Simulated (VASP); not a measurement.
Here is a VASP 6.6.1 calculation.

INCAR

```
ALGO = Fast
EDIFF = 1E-7
ENCUT = 520
GGA = PS
ISIF = 2
ISMEAR = 0
LASPH = T
LCHARG = F
LREAL = F
LWAVE = F
NBANDS = 12
NELM = 100
PREC = Accurate
SIGMA = 0.15
```

The input KPOINTS:

```
k-points
0
Gamma
  20 20 20
```

The input POSCAR:

```
Tl
1.0
   -1.9096880730      1.9096880730      2.0051724766
    1.9096880730     -1.9096880730      2.0051724766
    1.9096880730      1.9096880730     -2.0051724766
Tl
1
Direct
    0.0000000000      0.0000000000      0.0000000000
```

Potentials or basis: VASP PAW PBE potentials, release 64 (Tl_d).

Launch:

```sh
$ cat potpaw_PBE.64/Tl_d/POTCAR > POTCAR
$ mpirun -np 1 vasp_std > vasp.out
```

(1) What does it give for the pressure?

(2) What does it give for the band gap on the k mesh?

Results:

(1) -0.8 GPa.

(2) zero (an odd number of electrons rules out a gap without spin polarisation).

Caveat: the PAW data sets were made with another functional, which shifts forces and pressure a little; spin-orbit coupling is left out, which moves the levels of the heavy elements.
